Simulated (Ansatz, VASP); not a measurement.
Two plane-wave programs on Te

```
Te
1.0
     4.31812    0.00000    0.00000
     0.00000    5.96672    0.00000
     0.00000    0.00000   22.47919
Te
7
Direct
  0.20434 0.12574 0.33964
  0.63894 0.84527 0.38711
  0.16006 0.49034 0.44741
  0.70867 0.16666 0.50000
  0.16005 0.84299 0.55259
  0.63894 0.48806 0.61289
  0.20433 0.20760 0.66036
```

Alike in both runs: functional PBE; dispersion D3(BJ); k mesh 8 × 6 × 1; occupations gaussian, width 0.1 eV; no spin polarisation.

Ansatz relaxed the structure, and its values are those at the end. VASP's run is a single point on that final structure, the one shown.

|  | VASP | Ansatz |
| --- | --- | --- |
| version | VASP 6.6.1 | Ansatz 0.2.0 |
| potentials or method | VASP PAW PBE potentials, release 64 (Te), cutoff 520 eV | scalar-relativistic, plane waves, PAW |
| valence electrons in the cell | 42 | 112 |

|  | VASP | Ansatz | Ansatz less VASP |
| --- | --- | --- | --- |
| gap on the k mesh at the Fermi level (eV) | none | none | - |
| rms of the force components (eV/Å) | 0.006 | 0.008 | +0.0029 |

A gap of «none» marks a metal or a gap that the smearing closes. VASP's potentials hold 42 valence electrons a cell and Ansatz's 112, so a difference there can come from the potentials and not from the codes.

Neither program's run includes spin-orbit coupling.
